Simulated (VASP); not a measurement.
A run of VASP 6.6.1:

Contents of INCAR:

```
SYSTEM = TlCl
  PREC = Accurate
  ENCUT = 500
  EDIFF = 1E-6
  ISMEAR = 0
  SIGMA = 0.01
  LREAL = .FALSE.
  LASPH = .TRUE.
  NELM = 120
  ALGO = Normal
  ISIF = 2
  LWAVE = .FALSE.
  LCHARG = .FALSE.
  GGA = PS
  NBANDS = 17
  GGA_COMPAT = .FALSE.
```

Contents of KPOINTS:

```
Automatic mesh
0
G
  6 6 6
  0 0 0
```

POSCAR

```
TlCl
1.0
    3.7693040770      0.0000000000      0.0000000000
    0.0000000000      3.7693040770      0.0000000000
    0.0000000000      0.0000000000      3.7693040770
Tl Cl
1 1
Direct
    0.0000000000      0.0000000000      0.0000000000
    0.5000000000      0.5000000000      0.5000000000
```

Potentials or basis: VASP PAW PBE potentials, release 64 (Tl_d, Cl).

Command:

```console
$ cat potpaw_PBE.64/Tl_d/POTCAR potpaw_PBE.64/Cl/POTCAR > POTCAR
$ mpirun -np 1 vasp_std > vasp.out
```

Hardware: 1 thread of Intel Xeon 8259CL (shared host).

Question: Estimate the wall time of this run.

Answer: Wall time 21 s on 1 thread of Intel Xeon 8259CL, with other jobs on the host, peak memory 0.16 GiB. Counts: scf iterations 12, k points 20.
